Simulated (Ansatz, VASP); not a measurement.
**One calculation of Be2Se, two programs**

```
CELL_PARAMETERS angstrom
3.23296 0.00000 0.00000
0.00000 3.23296 0.00000
0.00000 0.00000 8.12954
ATOMIC_POSITIONS crystal
Be 0.50000 0.50000 0.00000
Be 0.50000 0.00000 0.78994
Be 0.00000 0.00000 0.00000
Be 0.00000 0.50000 0.21006
Se 0.50000 0.00000 0.29673
Se 0.00000 0.50000 0.70327
```

Alike in both runs: functional PBE; k mesh 5 × 5 × 3; occupations gaussian, width 0.2 eV; no spin polarisation.

Ansatz relaxed the structure, and its values are those at the end. VASP's run is a single point on that final structure, the one shown.

|  | VASP | Ansatz |
| --- | --- | --- |
| version | VASP 6.6.1 | Ansatz 0.2.0 |
| potentials or method | VASP PAW PBE potentials, release 64 (Be, Se), cutoff 520 eV | scalar-relativistic, plane waves, PAW |
| valence electrons in the cell | 20 | 40 |

|  | VASP | Ansatz | Ansatz less VASP |
| --- | --- | --- | --- |
| gap on the k mesh at the Fermi level (eV) | none | none | - |
| pressure (GPa) | -0.1 | -0.2 | -0.12 |
| rms of the force components (eV/Å) | 0.008 | 0.005 | -0.0027 |

A gap of «none» marks a metal or a gap that the smearing closes. The functional is the same, so the differences come from potentials, cutoffs and numerics. VASP's potentials hold 20 valence electrons a cell and Ansatz's 40, so a difference there can come from the potentials and not from the codes.

The k mesh is coarse, so the values compare programs but aren't converged.
